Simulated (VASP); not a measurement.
# MgF2 (P4_2/mnm) in VASP: a series of runs

The runs below take MgF2 through electric field gradients, with LDA.

Everything below comes from runs of VASP 6.6.1. Logs are shortened: lines on timing, memory, paths and dates and some standing lists are left out, and cuts for length are marked.

## Step 1: The cell of the first run

It takes space group P4_2/mnm (No. 136, tetragonal). Conventional cell: a = 4.590 Å, b = 4.590 Å, c = 2.996 Å, α = 90.00°, β = 90.00°, γ = 90.00°. Within 2.6 Å of Mg (site symmetry mmm) lie 6 F at 1.97 Å. F (site symmetry m2m) has 3 Mg at 1.97 Å and 1 F at 2.56 Å within 2.6 Å.

## Step 2: Electric field gradients, LDA (volume scaled by 0.98)

Contents of INCAR:

```
  PREC = Accurate
  ENCUT = 520
  EDIFF = 1E-8
  ISMEAR = -1
  SIGMA = 0.02
  LREAL = False
  LASPH = True
  NELM = 120
  ALGO = Normal
  ISIF = 2
  LWAVE = False
  LCHARG = False
  GGA = CA
  LEFG = True
  NBANDS = 25
  GGA_COMPAT = False
```

Contents of KPOINTS:

```
regular mesh
0
Gamma
  5 5 7
```

Contents of POSCAR:

```
MgF2
1.0
    4.5902836292      0.0000000000      0.0000000000
    0.0000000000      4.5902836292      0.0000000000
    0.0000000000      0.0000000000      2.9956584505
Mg F
2 4
Direct
    0.0000000000      0.0000000000      0.0000000000
    0.5000000000      0.5000000000      0.5000000000
    0.3028000000      0.3028000000      0.0000000000
    0.1972000000      0.8028000000      0.5000000000
    0.6972000000      0.6972000000      0.0000000000
    0.8028000000      0.1972000000      0.5000000000
```

Potentials or basis: VASP PAW LDA potentials, release 64 (Mg, F).

Run with:

```console
> cat potpaw_LDA.64/Mg/POTCAR potpaw_LDA.64/F/POTCAR > POTCAR
> mpirun -np 1 vasp_std > vasp.out
```

OUTCAR:

```text
PREC = Accurate
   ENCUT = 520
   EDIFF = 1E-8
   ISMEAR = -1
   LREAL = False
   LASPH = True
   NELM = 120
   ISIF = 2
   GGA = CA

 ion  position               nearest neighbor table
   1  0.000  0.000  0.000-   3 1.97   5 1.97   4 1.97   6 1.97   4 1.97   6 1.97   2 3.57   2 3.57
                             2 3.57   2 3.57   2 3.57   2 3.57   2 3.57   2 3.57
   2  0.500  0.500  0.500-   4 1.97   6 1.97   5 1.97   3 1.97   3 1.97   5 1.97   1 3.57   1 3.57
                             1 3.57   1 3.57   1 3.57   1 3.57   1 3.57   1 3.57
   3  0.303  0.303  0.000-   1 1.97   2 1.97   2 1.97
   4  0.197  0.803  0.500-   2 1.97   1 1.97   1 1.97
   5  0.697  0.697  0.000-   1 1.97   2 1.97   2 1.97
   6  0.803  0.197  0.500-   2 1.97   1 1.97   1 1.97

  LATTYP: Found a simple tetragonal cell.
 ALAT       =     4.5902836292
 C/A-ratio  =     0.6526085733

  Lattice vectors:

 A1 = (   4.5902836292,   0.0000000000,   0.0000000000)
 A2 = (   0.0000000000,   4.5902836292,   0.0000000000)
 A3 = (   0.0000000000,   0.0000000000,   2.9956584505)

Analysis of symmetry for initial positions (statically):
=====================================================================
 Subroutine PRICEL returns:
 Original cell was already a primitive cell.

 Routine SETGRP: Setting up the symmetry group for a
 simple tetragonal supercell.

 Subroutine GETGRP returns: Found 16 space group operations
 (whereof  8 operations were pure point group operations)
 out of a pool of 16 trial point group operations.

The static configuration has the point symmetry D_2h.
 The point group associated with its full space group is D_4h.

Analysis of symmetry for dynamics (positions and initial velocities):
=====================================================================
 Subroutine PRICEL returns:
 Original cell was already a primitive cell.

 Routine SETGRP: Setting up the symmetry group for a
 simple tetragonal supercell.

 Subroutine GETGRP returns: Found 16 space group operations
 (whereof  8 operations were pure point group operations)
 out of a pool of 16 trial point group operations.

The dynamic configuration has the point symmetry D_2h.
 The point group associated with its full space group is D_4h.

 Subroutine INISYM returns: Found 16 space group operations
 (whereof  8 operations are pure point group operations),
 and found     1 'primitive' translations

----------------------------------------------------------------------------------------

                                     Primitive cell

  volume of cell :      63.1206

  direct lattice vectors                    reciprocal lattice vectors
     4.590283629  0.000000000  0.000000000     0.217851462  0.000000000  0.000000000
     0.000000000  4.590283629  0.000000000     0.000000000  0.217851462  0.000000000
     0.000000000  0.000000000  2.995658451     0.000000000  0.000000000  0.333816427

  length of vectors
     4.590283629  4.590283629  2.995658451     0.217851462  0.217851462  0.333816427

  position of ions in fractional coordinates (direct lattice)
     0.000000000  0.000000000  0.000000000
     0.500000000  0.500000000  0.500000000
     0.302800000  0.302800000  0.000000000
     0.197200000  0.802800000  0.500000000
     0.697200000  0.697200000  0.000000000
     0.802800000  0.197200000  0.500000000

  ion indices of the primitive-cell ions
   primitive index   ion index
                 1           1
                 2           2
                 3           3
                 4           4
                 5           5
                 6           6

----------------------------------------------------------------------------------------

 KPOINTS: regular mesh

Automatic generation of k-mesh.
 Grid dimensions read from file:
 generate k-points for:    5    5    7

 Generating k-lattice:

  Cartesian coordinates                     Fractional coordinates (reciprocal lattice)
     0.043570292  0.000000000  0.000000000     0.200000000  0.000000000  0.000000000
     0.000000000  0.043570292  0.000000000     0.000000000  0.200000000  0.000000000
     0.000000000  0.000000000  0.047688061     0.000000000  0.000000000  0.142857143

  Length of vectors
     0.043570292  0.043570292  0.047688061

  Shift w.r.t. Gamma in fractional coordinates (k-lattice)
     0.000000000  0.000000000  0.000000000

 Subroutine IBZKPT returns following result:
 ===========================================

 Found     24 irreducible k-points:

 Following reciprocal coordinates:
            Coordinates               Weight
  0.000000  0.000000  0.000000      1.000000
  0.200000  0.000000  0.000000      4.000000
  0.400000  0.000000  0.000000      4.000000
  0.200000  0.200000  0.000000      4.000000
  0.400000  0.200000  0.000000      8.000000
  0.400000  0.400000  0.000000      4.000000
[... 16 lines left out ...]
  0.400000  0.200000  0.428571     16.000000
  0.400000  0.400000  0.428571      8.000000
   k-points           NKPTS =     24   k-points in BZ     NKDIM =     24   number of bands    NBANDS=     25
   number of dos      NEDOS =    301   number of ions     NIONS =      6
   total plane-waves  NPLWV =  31104
   dimension x,y,z NGX =    36 NGY =   36 NGZ =   24
   dimension x,y,z NGXF=    72 NGYF=   72 NGZF=   48
   ions per type =               2   4
   NGX,Y,Z   is equivalent  to a cutoff of  13.04, 13.04, 13.32 a.u.
   NGXF,Y,Z  is equivalent  to a cutoff of  26.08, 26.08, 26.64 a.u.
 SYSTEM =  unknown system
   PREC   = accura    normal or accurate (medium, high low for compatibility)
   ISTART =      0    job   : 0-new  1-cont  2-samecut
   ICHARG =      2    charge: 1-file 2-atom 10-const
   ISPIN  =      1    spin polarized calculation?
   LNONCOLLINEAR =      F non collinear calculations
   LSORBIT =      F    spin-orbit coupling
   LASPH  =      T    aspherical Exc in radial PAW
   ENCUT  =  520.0 eV  38.22 Ry    6.18 a.u.   8.53  8.53  5.57*2*pi/ulx,y,z
   NELM   =    120;   NELMIN=  2; NELMDL= -5     # of ELM steps
   EDIFF  = 0.1E-07   stopping-criterion for ELM
   LREAL  =      F    real-space projection
   EDIFFG = 0.1E-06   stopping-criterion for IOM
   NSW    =      0    number of steps for IOM
   IBRION =     -1    ionic relax: 0-MD 1-quasi-New 2-CG
   NFREE  =      0    steps in history (QN), initial steepest desc. (CG)
   ISIF   =      2    stress and relaxation
   ISYM   =      2    0-nonsym 1-usesym 2-fastsym
   POTIM  = 0.5000    time-step for ionic-motion
   TEBEG  =    0.0;   TEEND  =   0.0 temperature during run
   PSTRESS=    0.0 pullay stress
   NELECT =      32.0000    total number of electrons
   NUPDOWN=      -1.0000    fix difference up-down
   EMIN   =  10.00;   EMAX   =-10.00  energy-range for DOS
   EFERMI =   0.00;   METHOD = LEGACY
   ISMEAR =    -1;   SIGMA  =   0.02  broadening in eV -4-tet -1-fermi 0-gaus
   EFERMI_NEDOS =   21; number of points for ismear=-14 and -15
   IALGO  =     38    algorithm
   IMIX   =      4    mixing-type and parameters
     AMIX     =   0.40;   BMIX     =  1.00
     AMIX_MAG =   1.60;   BMIX_MAG =  1.00
  volume/ion in A,a.u.               =      10.52        70.99
  Fermi-wavevector in a.u.,A,eV,Ry     =   1.305372  2.466796 23.184283  1.703997
  Thomas-Fermi vector in A             =   2.436246
   LORBIT       =      0    0 simple, 1 ext, 2 COOP (PROOUT), +10 PAW based schemes
   GGA     = CA    functional components
   LHFCALC =     F    Hartree Fock is set to
   AEXX    =    0.0000 exact exchange contribution
   IVDW    =     0    specifies the selected vdW correction
   LEPSILON=     F    determine dielectric tensor
   LRPA    =     F    only Hartree local field effects (RPA)
 non-spin polarized calculation
  energy-cutoff  :      520.00
  volume of cell :       63.12
 maximum number of plane-waves:      1712
 NGX is ok and might be reduce to    36
   NGX = 17   NGY = 17   NGZ = 11

 number of electron      32.0000017 magnetization

 Free energy of the ion-electron system (eV)
  ---------------------------------------------------
  ext. energy  EPLUGINS =         0.00000000
  ---------------------------------------------------
  free energy    TOTEN  =       -35.06962858 eV

  energy without entropy =      -35.06962858  energy(sigma->0) =      -35.06962858

 E-fermi :  -0.9774     XC(G=0): -10.6335

 val. band max:       -1.3812263264   @ k =   0.0000   0.0000   0.0000
 cond. band min:       5.6243671684   @ k =   0.0000   0.0000   0.0000
 fundamental gap:      7.0055934948
 Fermi energy:        -0.9773865416

 k-point     1 :       0.0000    0.0000    0.0000
  band No.  band energies     occupation
      1     -21.9015      2.00000
      2     -20.9862      2.00000
      3     -20.9862      2.00000
      4     -20.8738      2.00000
      5      -5.7172      2.00000
      6      -4.1243      2.00000
[... 17 lines left out ...]
     24      17.0122      0.00000
     25      17.0122      0.00000

 k-point     2 :       0.2000    0.0000    0.0000
  band No.  band energies     occupation
      1     -21.8300      2.00000
      2     -21.1193      2.00000
      3     -20.9659      2.00000
      4     -20.8448      2.00000
      5      -5.5630      2.00000
      6      -4.0999      2.00000
[... 17 lines left out ...]
     24      16.6418      0.00000
     25      17.0709      0.00000
[... 586 lines left out ...]
     24      14.7363      0.00000
     25      15.4425      0.00000

 k-point    24 :       0.4000    0.4000    0.4286
  band No.  band energies     occupation
      1     -21.1675      2.00000
      2     -21.1391      2.00000
      3     -20.9434      2.00000
      4     -20.9394      2.00000
      5      -5.3023      2.00000
      6      -5.2416      2.00000
[... 17 lines left out ...]
     24      14.2589      0.00000
     25      15.9183      0.00000

------------------------ aborting loop because EDIFF is reached ----------------------------------------

  FORCE on cell =-STRESS in cart. coord.  units (eV):
  Direction    XX          YY          ZZ          XY          YZ          ZX
  --------------------------------------------------------------------------------------
  -------------------------------------------------------------------------------------
  Total       -1.3322264     -1.3322264     -0.5703046      0.0000000      0.0000000      0.0000000
  in kB      -33.8156152    -33.8156152    -14.4759172      0.0000000      0.0000000      0.0000000
  external PRESSURE =     -27.3690492 kB  Pullay stress =       0.0000000 kB

 VOLUME and BASIS-vectors are now :
 -----------------------------------------------------------------------------
  energy-cutoff  :      520.00
  volume of cell :       63.12
      direct lattice vectors                 reciprocal lattice vectors
     4.590283629  0.000000000  0.000000000     0.217851462  0.000000000  0.000000000
     0.000000000  4.590283629  0.000000000     0.000000000  0.217851462  0.000000000
     0.000000000  0.000000000  2.995658451     0.000000000  0.000000000  0.333816427

 POSITION                                       TOTAL-FORCE (eV/Angst)
 -----------------------------------------------------------------------------------
      0.00000      0.00000      0.00000        -0.000000      0.000000      0.000000
      2.29514      2.29514      1.49783        -0.000000      0.000000      0.000000
      1.38994      1.38994      0.00000        -0.011023     -0.011023      0.000000
      0.90520      3.68508      1.49783         0.011023     -0.011023      0.000000
      3.20035      3.20035      0.00000         0.011023      0.011023      0.000000
      3.68508      0.90520      1.49783        -0.011023      0.011023      0.000000
 -----------------------------------------------------------------------------------
    total drift:                                0.000000      0.000000      0.000000

  FREE ENERGIE OF THE ION-ELECTRON SYSTEM (eV)
  ---------------------------------------------------
  free  energy   TOTEN  =       -35.0696285815 eV

  energy  without entropy=      -35.0696285815  energy(sigma->0) =      -35.06962858

 Electric field gradients (V/A^2)
---------------------------------------------------------------------
 ion       V_xx      V_yy      V_zz      V_xy      V_xz      V_yz
---------------------------------------------------------------------
   1       2.857     2.857    -5.715    -3.228     0.000    -0.000
   2       2.857     2.857    -5.715     3.228     0.000     0.000
   3      -7.545    -7.545    15.089    39.676    -0.000     0.000
   4      -7.545    -7.545    15.089   -39.676     0.000    -0.000
   5      -7.545    -7.545    15.089    39.676     0.000     0.000
   6      -7.545    -7.545    15.089   -39.676     0.000    -0.000
---------------------------------------------------------------------

 Electric field gradients after diagonalization (V/A^2)
 (convention: |V_zz| > |V_xx| > |V_yy|)
----------------------------------------------------------------------
 ion       V_xx      V_yy      V_zz     asymmetry (V_yy - V_xx)/ V_zz
----------------------------------------------------------------------
   1      -5.715    -0.371     6.085       0.878
   2      -5.715    -0.371     6.085       0.878
   3      32.132    15.089   -47.221       0.361
   4      32.132    15.089   -47.221       0.361
   5      32.132    15.089   -47.221       0.361
   6      32.132    15.089   -47.221       0.361
----------------------------------------------------------------------

           NMR quadrupolar parameters

 Cq : quadrupolar parameter    Cq=e*Q*V_zz/h
 eta: asymmetry parameters     (V_yy - V_xx)/ V_zz
 Q  : nuclear electric quadrupole moment in mb (millibarn)
----------------------------------------------------------------------
 ion       Cq(MHz)       eta       Q (mb)
----------------------------------------------------------------------
   1       0.015       0.878       1.000
   2       0.015       0.878       1.000
   3      -0.114       0.361       1.000
   4      -0.114       0.361       1.000
   5      -0.114       0.361       1.000
   6      -0.114       0.361       1.000
----------------------------------------------------------------------
```

It took 16 s on 1 thread of AMD EPYC 9R45 (Zen 5), shared host; peak memory 0.14 GiB.

Results:

* Free energy: -35.0696 eV
* Pressure: -2.7 GPa
* Largest force: 0.016 eV/Å
* Band gap on the k mesh: 7.01 eV, direct

Forces on the atoms (eV/Å):
```
Mg   0.000  0.000  0.000
Mg   0.000  0.000  0.000
F   -0.011 -0.011  0.000
F    0.011 -0.011  0.000
F    0.011  0.011  0.000
F   -0.011  0.011  0.000
```

Stress tensor (GPa, compression positive):
```
-3.38  0.00  0.00
 0.00 -3.38  0.00
 0.00  0.00 -1.45
```

Electric field gradients, principal values (V/Å²):
```tsv
atom	least	middle	greatest (by size)
1 Mg	-0.371	-5.715	6.085
2 Mg	-0.371	-5.715	6.085
3 F	15.089	32.132	-47.221
4 F	15.089	32.132	-47.221
5 F	15.089	32.132	-47.221
6 F	15.089	32.132	-47.221
```

Caveat: without QUAD_EFG the Cq values of the log hold for a quadrupole moment of 1 mb, not for the nuclei.

(Part 1 of 2 ends here.)
